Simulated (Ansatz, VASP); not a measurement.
In3As: VASP beside Ansatz

```xyz
4
Lattice="-2.9873 2.9873 2.9870 2.9873 -2.9873 2.9870 2.9873 2.9873 -2.9870" Properties=species:S:1:pos:R:3 pbc="T T T"
In    0.0000    0.0000    2.9870
In    0.0000    2.9873    0.0000
In    2.9873    0.0000    0.0000
As    0.0000    0.0000    0.0000
```

Alike in both runs: functional PBE; k mesh 12 × 12 × 12; occupations gaussian, width 0.1 eV; no spin polarisation.

Ansatz relaxed the structure, and its values are those at the end. VASP's run is a single point on that final structure, the one shown.

|  | VASP | Ansatz |
| --- | --- | --- |
| version | VASP 6.6.1 | Ansatz 0.2.0 |
| potentials or method | VASP PAW PBE potentials, release 64 (In_d, As), cutoff 520 eV | scalar-relativistic, plane waves, PAW |
| valence electrons in the cell | 44 | 54 |

|  | VASP | Ansatz | Ansatz less VASP |
| --- | --- | --- | --- |
| gap on the k mesh at the Fermi level (eV) | none | none | - |
| pressure (GPa) | 0.0 | 0.0 | -0.01 |

A gap of «none» marks a metal or a gap that the smearing closes. The functional is the same, so the differences come from potentials, cutoffs and numerics. VASP's potentials hold 44 valence electrons a cell and Ansatz's 54, so a difference there can come from the potentials and not from the codes.
